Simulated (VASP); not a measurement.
# CdS (Hawleyite) (F-43m) in VASP: a series of runs, part 2 of 3

VASP 6.6.1. Earlier steps stand in the parts before.

## 3. Single point, r2SCAN

This run uses another cell than the first one, of 24.81 Å³/atom, 1.020 times its volume.

Input file POSCAR:

```
CdS
1.0
    0.0000000000      2.9165000000      2.9165000000
    2.9165000000      0.0000000000      2.9165000000
    2.9165000000      2.9165000000      0.0000000000
Cd S
1 1
Direct
    0.0000000000      0.0000000000      0.0000000000
    0.7500000000      0.7500000000      0.7500000000
```

Input file INCAR.step1:

```
SYSTEM = CdS
PREC = Accurate
ENCUT = 520
ISMEAR = -1
SIGMA = 0.05
LREAL = .FALSE.
LASPH = .TRUE.
NELM = 60
NBANDS = 16
GGA = PE
ALGO = Normal
EDIFF = 1E-4
LWAVE = .TRUE.
LCHARG = .FALSE.
```

Input file INCAR.step2:

```
SYSTEM = CdS
PREC = Accurate
ENCUT = 520
EDIFF = 1E-7
ISMEAR = -1
SIGMA = 0.05
LREAL = .FALSE.
LASPH = .TRUE.
NELM = 60
ALGO = Normal
ISIF = 2
LWAVE = .FALSE.
LCHARG = .FALSE.
METAGGA = R2SCAN
LMIXTAU = .TRUE.
NBANDS = 16
ISTART = 1
```

Input file KPOINTS:

```
Automatic mesh
0
G
  8 8 8
  0 0 0
```

Potentials or basis: VASP PAW PBE potentials, release 64 (Cd, S).

Command:

```console
$ cat potpaw_PBE.64/Cd/POTCAR potpaw_PBE.64/S/POTCAR > POTCAR
$ cp INCAR.step1 INCAR
$ mpirun -np 1 vasp_std > vasp.out
$ cp INCAR.step2 INCAR
$ mpirun -np 1 vasp_std > vasp.out
```

OUTCAR:

```text
SYSTEM = CdS
   PREC = Accurate
   ENCUT = 520
   EDIFF = 1E-7
   ISMEAR = -1
   LREAL = .FALSE.
   LASPH = .TRUE.
   NELM = 60
   ISIF = 2
   METAGGA = R2SCAN
   ISTART = 1

 ion  position               nearest neighbor table
   1  0.000  0.000  0.000-   2 2.53   2 2.53   2 2.53   2 2.53
   2  0.750  0.750  0.750-   1 2.53   1 2.53   1 2.53   1 2.53

  LATTYP: Found a face centered cubic cell.
 ALAT       =     5.8330000000

  Lattice vectors:

[... 191 lines left out ...]
      6      -6.4029      2.00000
[... 433 lines left out ...]
      3      -6.7032      2.00000
      4      -6.4293      2.00000
      5      -6.3756      2.00000
      6      -5.9013      2.00000
[... 8 lines left out ...]
     15      13.9322      0.00000
     16      14.8942      0.00000

 [... further k-points ...]
[... 5 lines left out ...]
  --------------------------------------------------------------------------------------
  -------------------------------------------------------------------------------------
  Total        0.5576296      0.5576296      0.5576296      0.0000000      0.0000000     -0.0000000
  in kB       18.0069625     18.0069625     18.0069625      0.0000000      0.0000000     -0.0000000
  external PRESSURE =      18.0069625 kB  Pullay stress =       0.0000000 kB

 VOLUME and BASIS-vectors are now :
 -----------------------------------------------------------------------------
  energy-cutoff  :      520.00
  volume of cell :       49.62
      direct lattice vectors                 reciprocal lattice vectors
     0.000000000  2.916500000  2.916500000    -0.171438368  0.171438368  0.171438368
     2.916500000  0.000000000  2.916500000     0.171438368 -0.171438368  0.171438368
     2.916500000  2.916500000  0.000000000     0.171438368  0.171438368 -0.171438368

 POSITION                                       TOTAL-FORCE (eV/Angst)
 -----------------------------------------------------------------------------------
      0.00000      0.00000      0.00000         0.000000      0.000000      0.000000
      4.37475      4.37475      4.37475        -0.000000     -0.000000     -0.000000
 -----------------------------------------------------------------------------------
    total drift:                                0.000005      0.000005      0.000005

  FREE ENERGIE OF THE ION-ELECTRON SYSTEM (eV)
  ---------------------------------------------------
  free  energy   TOTEN  =       -29.6782905186 eV

  energy  without entropy=      -29.6782905168  energy(sigma->0) =      -29.67829052
```

Wall time 61 s (1 thread of AMD EPYC 9R45 (Zen 5), shared host); peak memory 0.16 GiB.

What came out:

```yaml
Free_energy: -29.6783 eV
Pressure: 1.8 GPa
Band_gap_on_the_k_mesh: 1.59 eV, direct
```

Levels at points of the mesh, in eV from the valence-band top:
```tsv
k point	band 6	band 7	band 8	band 9	band 10	band 11	band 12	band 13
(0.00, 0.00, 0.00)	-7.45	0.00	0.00	0.00	1.59	7.07	7.07	7.07
(0.50, 0.00, 0.00)	-7.07	-4.47	-0.77	-0.77	3.48	7.48	7.48	7.90
(0.50, 0.50, 0.00)	-7.00	-3.98	-1.93	-1.93	3.84	4.76	9.80	11.55
```

Caveat: the PAW data sets were made with another functional, which shifts forces and pressure a little. r2SCAN opens gaps a little over a GGA but as a rule still falls short of measured ones.

## 4. Single point, r2SCAN

This run uses another cell than the first one, of 25.30 Å³/atom, 1.041 times its volume.

Input file POSCAR:

```
CdS
1.0
    0.0000000000      2.9358151324      2.9358151324
    2.9358151324      0.0000000000      2.9358151324
    2.9358151324      2.9358151324      0.0000000000
Cd S
1 1
Direct
    0.0000000000      0.0000000000      0.0000000000
    0.7500000000      0.7500000000      0.7500000000
```

Input file INCAR.step1:

```
PREC = Accurate
ENCUT = 520
ISMEAR = -1
SIGMA = 0.05
LREAL = False
LASPH = True
NELM = 80
NBANDS = 16
GGA = PE
ALGO = Normal
EDIFF = 1E-4
LWAVE = True
LCHARG = False
```

Input file INCAR.step2:

```
PREC = Accurate
ENCUT = 520
EDIFF = 1E-6
ISMEAR = -1
SIGMA = 0.05
LREAL = False
LASPH = True
NELM = 80
ALGO = Normal
ISIF = 2
LWAVE = False
LCHARG = False
METAGGA = R2SCAN
LMIXTAU = True
NBANDS = 16
ISTART = 1
```

Input file KPOINTS:

```
Automatic mesh
0
Gamma
  8 8 8
```

Potentials or basis: VASP PAW PBE potentials, release 64 (Cd, S).

Command:

```console
$ cat potpaw_PBE.64/Cd/POTCAR potpaw_PBE.64/S/POTCAR > POTCAR
$ cp INCAR.step1 INCAR
$ mpirun -np 1 vasp_std > vasp.out
$ cp INCAR.step2 INCAR
$ mpirun -np 1 vasp_std > vasp.out
```

OUTCAR:

```text
PREC = Accurate
   ENCUT = 520
   EDIFF = 1E-6
   ISMEAR = -1
   LREAL = False
   LASPH = True
   NELM = 80
   ISIF = 2
   METAGGA = R2SCAN
   ISTART = 1

 ion  position               nearest neighbor table
   1  0.000  0.000  0.000-   2 2.54   2 2.54   2 2.54   2 2.54
   2  0.750  0.750  0.750-   1 2.54   1 2.54   1 2.54   1 2.54

  LATTYP: Found a face centered cubic cell.
 ALAT       =     5.8716302648

  Lattice vectors:

 A1 = (   0.0000000000,   2.9358151324,   2.9358151324)
 A2 = (   2.9358151324,   0.0000000000,   2.9358151324)
 A3 = (   2.9358151324,   2.9358151324,   0.0000000000)

Analysis of symmetry for initial positions (statically):
=====================================================================
 Subroutine PRICEL returns:
 Original cell was already a primitive cell.

 Routine SETGRP: Setting up the symmetry group for a
 face centered cubic supercell.

 Subroutine GETGRP returns: Found 24 space group operations
 (whereof 24 operations were pure point group operations)
 out of a pool of 48 trial point group operations.

The static configuration has the point symmetry T_d .

Analysis of symmetry for dynamics (positions and initial velocities):
=====================================================================
 Subroutine PRICEL returns:
 Original cell was already a primitive cell.

 Routine SETGRP: Setting up the symmetry group for a
 face centered cubic supercell.

 Subroutine GETGRP returns: Found 24 space group operations
 (whereof 24 operations were pure point group operations)
 out of a pool of 48 trial point group operations.

The dynamic configuration has the point symmetry T_d .

 Subroutine INISYM returns: Found 24 space group operations
 (whereof 24 operations are pure point group operations),
 and found     1 'primitive' translations

----------------------------------------------------------------------------------------

                                     Primitive cell

  volume of cell :      50.6076

  direct lattice vectors                    reciprocal lattice vectors
     0.000000000  2.935815132  2.935815132    -0.170310451  0.170310451  0.170310451
     2.935815132  0.000000000  2.935815132     0.170310451 -0.170310451  0.170310451
     2.935815132  2.935815132  0.000000000     0.170310451  0.170310451 -0.170310451

  length of vectors
     4.151869577  4.151869577  4.151869577     0.294986355  0.294986355  0.294986355

  position of ions in fractional coordinates (direct lattice)
     0.000000000  0.000000000  0.000000000
     0.750000000  0.750000000  0.750000000

  ion indices of the primitive-cell ions
   primitive index   ion index
                 1           1
                 2           2

----------------------------------------------------------------------------------------

 KPOINTS: Automatic mesh

Automatic generation of k-mesh.
 Grid dimensions read from file:
 generate k-points for:    8    8    8

 Generating k-lattice:

  Cartesian coordinates                     Fractional coordinates (reciprocal lattice)
    -0.021288806  0.021288806  0.021288806     0.125000000  0.000000000  0.000000000
     0.021288806 -0.021288806  0.021288806     0.000000000  0.125000000  0.000000000
     0.021288806  0.021288806 -0.021288806     0.000000000  0.000000000  0.125000000

  Length of vectors
     0.036873294  0.036873294  0.036873294

  Shift w.r.t. Gamma in fractional coordinates (k-lattice)
     0.000000000  0.000000000  0.000000000

 Subroutine IBZKPT returns following result:
 ===========================================

 Found     29 irreducible k-points:

 Following reciprocal coordinates:
            Coordinates               Weight
  0.000000  0.000000  0.000000      1.000000
  0.125000  0.000000  0.000000      8.000000
  0.250000  0.000000  0.000000      8.000000
  0.375000  0.000000  0.000000      8.000000
  0.500000  0.000000  0.000000      4.000000
  0.125000  0.125000  0.000000      6.000000
[... 16 lines left out ...]
  0.500000  0.250000  0.125000     48.000000
 -0.375000  0.250000  0.125000     24.000000
 [... further k-points ...]
   k-points           NKPTS =     29   k-points in BZ     NKDIM =     29   number of bands    NBANDS=     16
   number of dos      NEDOS =    301   number of ions     NIONS =      2
   total plane-waves  NPLWV =  32768
   dimension x,y,z NGX =    32 NGY =   32 NGZ =   32
   dimension x,y,z NGXF=    64 NGYF=   64 NGZF=   64
   ions per type =               1   1
   NGX,Y,Z   is equivalent  to a cutoff of  12.81, 12.81, 12.81 a.u.
   NGXF,Y,Z  is equivalent  to a cutoff of  25.63, 25.63, 25.63 a.u.
 SYSTEM =  unknown system
   PREC   = accura    normal or accurate (medium, high low for compatibility)
   ISTART =      1    job   : 0-new  1-cont  2-samecut
   ICHARG =      0    charge: 1-file 2-atom 10-const
   ISPIN  =      1    spin polarized calculation?
   LNONCOLLINEAR =      F non collinear calculations
   LSORBIT =      F    spin-orbit coupling
   LASPH  =      T    aspherical Exc in radial PAW
   ENCUT  =  520.0 eV  38.22 Ry    6.18 a.u.   7.72  7.72  7.72*2*pi/ulx,y,z
   NELM   =     80;   NELMIN=  2; NELMDL=  0     # of ELM steps
   EDIFF  = 0.1E-05   stopping-criterion for ELM
   LREAL  =      F    real-space projection
   EDIFFG = 0.1E-04   stopping-criterion for IOM
   NSW    =      0    number of steps for IOM
   IBRION =     -1    ionic relax: 0-MD 1-quasi-New 2-CG
   NFREE  =      0    steps in history (QN), initial steepest desc. (CG)
   ISIF   =      2    stress and relaxation
   ISYM   =      2    0-nonsym 1-usesym 2-fastsym
   POTIM  = 0.5000    time-step for ionic-motion
   TEBEG  =    0.0;   TEEND  =   0.0 temperature during run
   PSTRESS=    0.0 pullay stress
   NELECT =      18.0000    total number of electrons
   NUPDOWN=      -1.0000    fix difference up-down
   EMIN   =  10.00;   EMAX   =-10.00  energy-range for DOS
   EFERMI =   0.00;   METHOD = LEGACY
   ISMEAR =    -1;   SIGMA  =   0.05  broadening in eV -4-tet -1-fermi 0-gaus
   EFERMI_NEDOS =   21; number of points for ismear=-14 and -15
   IALGO  =     38    algorithm
   IMIX   =      4    mixing-type and parameters
     AMIX     =   0.40;   BMIX     =  1.00
     AMIX_MAG =   1.60;   BMIX_MAG =  1.00
  volume/ion in A,a.u.               =      25.30       170.76
  Fermi-wavevector in a.u.,A,eV,Ry     =   1.159917  2.191926 18.305384  1.345408
  Thomas-Fermi vector in A             =   2.296505
   LORBIT       =      0    0 simple, 1 ext, 2 COOP (PROOUT), +10 PAW based schemes
   METAGGA = R2SCAN    functional components
   LHFCALC =     F    Hartree Fock is set to
   AEXX    =    0.0000 exact exchange contribution
   IVDW    =     0    specifies the selected vdW correction
   LEPSILON=     F    determine dielectric tensor
   LRPA    =     F    only Hartree local field effects (RPA)
 non-spin polarized calculation
  energy-cutoff  :      520.00
  volume of cell :       50.61
 maximum number of plane-waves:      1380
   NGX = 15   NGY = 15   NGZ = 15

 number of electron      18.0000005 magnetization

 Free energy of the ion-electron system (eV)
  ---------------------------------------------------
  ext. energy  EPLUGINS =         0.00000000
  ---------------------------------------------------
  free energy    TOTEN  =       -29.68550130 eV

  energy without entropy =      -29.68550130  energy(sigma->0) =      -29.68550130

 E-fermi :   1.6938     XC(G=0):  -9.6361

 val. band max:        0.8816433017   @ k =   0.0000   0.0000   0.0000
 cond. band min:       2.4281226123   @ k =   0.0000   0.0000   0.0000
 fundamental gap:      1.5464793107
 Fermi energy:         1.6937956995

 k-point     1 :       0.0000    0.0000    0.0000
  band No.  band energies     occupation
      1     -11.8709      2.00000
      2      -7.0161      2.00000
      3      -7.0160      2.00000
      4      -7.0160      2.00000
      5      -6.5306      2.00000
      6      -6.5306      2.00000
[... 8 lines left out ...]
     15      12.8628      0.00000
     16      12.8628      0.00000

 k-point     2 :       0.1250    0.0000    0.0000
  band No.  band energies     occupation
      1     -11.8110      2.00000
      2      -6.9936      2.00000
      3      -6.9936      2.00000
      4      -6.9588      2.00000
      5      -6.5314      2.00000
      6      -6.5314      2.00000
[... 8 lines left out ...]
     15      12.2320      0.00000
     16      13.3109      0.00000
[... 387 lines left out ...]
      5      -6.4977      2.00000
      6      -6.2444      2.00000
[... 8 lines left out ...]
     15      14.2916      0.00000
     16      14.5601      0.00000

 k-point    24 :      -0.3750    0.2500    0.1250
  band No.  band energies     occupation
      1     -11.3978      2.00000
      2      -6.8471      2.00000
      3      -6.8132      2.00000
      4      -6.5545      2.00000
      5      -6.5046      2.00000
      6      -6.0523      2.00000
[... 8 lines left out ...]
     15      13.7062      0.00000
     16      14.6543      0.00000

 [... further k-points ...]
[... 5 lines left out ...]
  --------------------------------------------------------------------------------------
  -------------------------------------------------------------------------------------
  Total        0.1598106      0.1598106      0.1598106      0.0000000     -0.0000000      0.0000000
  in kB        5.0594123      5.0594123      5.0594123      0.0000000     -0.0000000      0.0000000
  external PRESSURE =       5.0594123 kB  Pullay stress =       0.0000000 kB

 VOLUME and BASIS-vectors are now :
 -----------------------------------------------------------------------------
  energy-cutoff  :      520.00
  volume of cell :       50.61
      direct lattice vectors                 reciprocal lattice vectors
     0.000000000  2.935815132  2.935815132    -0.170310451  0.170310451  0.170310451
     2.935815132  0.000000000  2.935815132     0.170310451 -0.170310451  0.170310451
     2.935815132  2.935815132  0.000000000     0.170310451  0.170310451 -0.170310451

 POSITION                                       TOTAL-FORCE (eV/Angst)
 -----------------------------------------------------------------------------------
      0.00000      0.00000      0.00000         0.000000      0.000000      0.000000
      4.40372      4.40372      4.40372        -0.000000     -0.000000     -0.000000
 -----------------------------------------------------------------------------------
    total drift:                                0.000005      0.000005      0.000005

  FREE ENERGIE OF THE ION-ELECTRON SYSTEM (eV)
  ---------------------------------------------------
  free  energy   TOTEN  =       -29.6855013020 eV

  energy  without entropy=      -29.6855012992  energy(sigma->0) =      -29.68550130
```

OSZICAR.step1:

```text
N       E                     dE             d eps       ncg     rms          rms(c)
DAV:   1     0.111645378536E+03    0.11165E+03   -0.89999E+03   944   0.103E+03
DAV:   2    -0.232256989121E+01   -0.11397E+03   -0.10804E+03  1152   0.257E+02
DAV:   3    -0.665680594123E+01   -0.43342E+01   -0.43277E+01  1160   0.521E+01
DAV:   4    -0.668417619283E+01   -0.27370E-01   -0.27367E-01  1224   0.401E+00
DAV:   5    -0.668455786281E+01   -0.38167E-03   -0.38167E-03  1112   0.442E-01    0.778E+00
DAV:   6    -0.615550846452E+01    0.52905E+00   -0.84803E-01  1408   0.114E+01    0.629E+00
DAV:   7    -0.613683185047E+01    0.18677E-01   -0.19202E-01  1112   0.299E+00    0.309E+00
DAV:   8    -0.613710355026E+01   -0.27170E-03   -0.17427E-02  1096   0.166E+00    0.292E-01
DAV:   9    -0.613703586903E+01    0.67681E-04   -0.20304E-03  1144   0.656E-01    0.588E-02
DAV:  10    -0.613716593119E+01   -0.13006E-03   -0.24411E-04  1128   0.156E-01    0.688E-02
DAV:  11    -0.613725106854E+01   -0.85137E-04   -0.13563E-04  1072   0.916E-02
   1 F= -.61372511E+01 E0= -.61372510E+01  d E =-.168070E-06
```

It took 60 s on 1 thread of AMD EPYC 9R45 (Zen 5), shared host; peak memory 0.16 GiB.

What came out:

| Item | Value |
| --- | --- |
| Free energy | -29.6855 eV |
| Pressure | 0.5 GPa |
| Band gap on the k mesh | 1.55 eV, direct |

Levels at points of the mesh, in eV from the valence-band top:
| k point | band 7 | band 8 | band 9 | band 10 | band 11 | band 12 |
| --- | --- | --- | --- | --- | --- | --- |
| (0.00, 0.00, 0.00) | 0.00 | 0.00 | 0.00 | 1.55 | 7.08 | 7.08 |
| (0.50, 0.00, 0.00) | -4.34 | -0.74 | -0.74 | 3.44 | 7.48 | 7.48 |
| (0.50, 0.50, 0.00) | -3.89 | -1.86 | -1.86 | 3.87 | 4.73 | 9.70 |

Caveat: the PAW data sets were made with another functional, which shifts forces and pressure a little. r2SCAN opens gaps a little over a GGA but as a rule still falls short of measured ones.

(Part 2 of 3 ends here.)
